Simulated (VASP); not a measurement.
Input of a VASP 6.6.1 run:

INCAR

```
ALGO = Normal ; EDIFF = 1E-6
ENCUT = 520 ; GGA = PE
ISIF = 2 ; ISMEAR = 0
LASPH = True ; LCHARG = False
LREAL = False ; LWAVE = False
NBANDS = 15 ; NELM = 80
PREC = Accurate ; SIGMA = 0.05
```

File KPOINTS:

```
k-points
0
Gamma
  6 6 6
```

Contents of POSCAR:

```
RbBr
1.0
    0.0000000000      3.4275000000      3.4275000000
    3.4275000000      0.0000000000      3.4275000000
    3.4275000000      3.4275000000      0.0000000000
Rb Br
1 1
Direct
    0.0000000000      0.0000000000      0.0000000000
    0.5000000000      0.5000000000      0.3762176313
```

Potentials or basis: VASP PAW PBE potentials, release 64 (Rb_sv, Br).

Run with:

```console
$ cat potpaw_PBE.64/Rb_sv/POTCAR potpaw_PBE.64/Br/POTCAR > POTCAR
$ mpirun -np 1 vasp_std > vasp.out
```

(1) Predict the largest force.

(2) What does it give for the band gap on the k mesh?

(3) Predict the pressure.

Results:

(1) 0.922 eV/Å.

(2) 4.42 eV, direct.

(3) 2.8 GPa.

Caveat: the cell differs from its parent crystal (atom 2 (Br) moved by (-0.600, +0.000) A along [1 1 0] and z).
